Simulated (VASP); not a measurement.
**AgCl: single point with r2SCAN**

Crystal: AgCl.

```
Ag Cl
1.0
     0.00000    2.77318    2.77318
     2.66226    0.00000    2.77318
     2.66226    2.77318    0.00000
Ag Cl
1 1
Direct
  0.00000 0.00000 0.00000
  0.50000 0.50000 0.50000
```

This cell differs from its parent crystal: uniaxial x strain -4.0%.

| Property | Result |
| --- | --- |
| Program | VASP 6.6.1 |
| Task | single point |
| Functional | r2SCAN |
| Potentials or basis | VASP PAW PBE potentials, release 64 (Ag, Cl) |
| Cutoff | 520 eV |
| k mesh | 8 × 8 × 8 |
| Occupations | gaussian, width 0.01 eV |
| Spin | no spin polarisation |

```
Pressure               : 2.4 GPa
Band gap on the k mesh : 1.30 eV, indirect (least direct gap 3.85 eV)
```

Stress tensor (GPa, compression positive):
```
3.54 0.00 0.00
0.00 1.77 0.00
0.00 0.00 1.77
```

Levels at points of the mesh, in eV from the valence-band top:
| k point | band 6 | band 7 | band 8 | band 9 | band 10 | band 11 | band 12 | band 13 |
| --- | --- | --- | --- | --- | --- | --- | --- | --- |
| (0.00, 0.00, 0.00) | -2.72 | -2.71 | -2.70 | -2.68 | 1.30 | 11.17 | 11.17 | 11.26 |
| (0.50, 0.00, 0.00) | -2.33 | -2.00 | -0.28 | 0.00 | 4.45 | 7.29 | 7.84 | 8.29 |
| (0.50, 0.50, 0.00) | -2.52 | -2.24 | -2.21 | -2.08 | 2.75 | 8.26 | 9.12 | 12.19 |
| (0.00, 0.50, 0.50) | -2.46 | -2.23 | -2.23 | -2.06 | 2.69 | 7.98 | 9.52 | 12.24 |

It took 74 s on 1 thread of Intel(R) Xeon(R) 6975P-C (Granite Rapids), on a shared host, peak memory 0.19 GiB.

Caveat: the cell differs from its parent crystal (uniaxial x strain -4.0%); the PAW data sets were made with another functional, which shifts forces and pressure a little. A k mesh can miss the band edges.
